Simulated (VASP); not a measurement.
Set up this calculation in VASP 6.6.1, as the native input.

* Task: single point
* Functional: r2SCAN
* Potentials or basis: VASP PAW PBE potentials, release 64 (B, N)
* Cutoff: 520 eV
* k mesh: 5 × 5 × 5
* Occupations: methfessel-paxton, width 0.05 eV
* Spin: no spin polarisation
* Dipole correction: no
* Further INCAR settings: ALGO = Normal; EDIFF = 1e-06; NBANDS = 11

The system is BN.

```
B N
1.0
     2.50804    0.00000    0.00000
    -1.24671    2.17623    0.00000
    -0.63067   -1.08812    3.02254
B N
1 1
Cartesian
  1.2297 2.1384 0.0055
  0.6410 -0.3484 2.9772
```

The input as run:

POSCAR

```
BN
1.0
    2.5080409200      0.0000000000      0.0000000000
   -1.2467107600      2.1762310400      0.0000000000
   -0.6306650800     -1.0881155200      3.0225400000
B N
1 1
Direct
    0.9796430000      0.9834990000      0.0018060000
    0.6685060000      0.3323850000      0.9849990000
```

INCAR.step1

```
SYSTEM = BN
PREC = Accurate ; ENCUT = 520
ISMEAR = 1 ; SIGMA = 0.05
LREAL = .FALSE. ; LASPH = .TRUE.
NELM = 80 ; NBANDS = 11
GGA = PE ; ALGO = Normal
EDIFF = 1E-4 ; LWAVE = .TRUE.
LCHARG = .FALSE.
```

INCAR.step2

```
SYSTEM = BN
PREC = Accurate ; ENCUT = 520
EDIFF = 1E-6 ; ISMEAR = 1
SIGMA = 0.05 ; LREAL = .FALSE.
LASPH = .TRUE. ; NELM = 80
ALGO = Normal ; ISIF = 2
LWAVE = .FALSE. ; LCHARG = .FALSE.
METAGGA = R2SCAN ; LMIXTAU = .TRUE.
NBANDS = 11 ; ISTART = 1
```

KPOINTS

```
regular mesh
0
G
  5 5 5
  0 0 0
```

Potentials or basis: VASP PAW PBE potentials, release 64 (B, N).

The run is started by

```console
$ cat potpaw_PBE.64/B/POTCAR potpaw_PBE.64/N/POTCAR > POTCAR
$ cp INCAR.step1 INCAR
$ mpirun -np 1 vasp_std > vasp.out
$ cp INCAR.step2 INCAR
$ mpirun -np 1 vasp_std > vasp.out
```

It gave:

```
Pressure               : 1.2 GPa
Largest force          : 2.736 eV/Å
Band gap on the k mesh : 3.85 eV, indirect (least direct gap 5.40 eV)
```

Caveat: the k points lie up to 0.61 Å⁻¹ apart; the PAW data sets were made with another functional, which shifts forces and pressure a little.

Wall time 26 s on 1 thread of Intel(R) Xeon(R) Platinum 8488C (Sapphire Rapids) (shared host), peak memory 0.13 GiB.
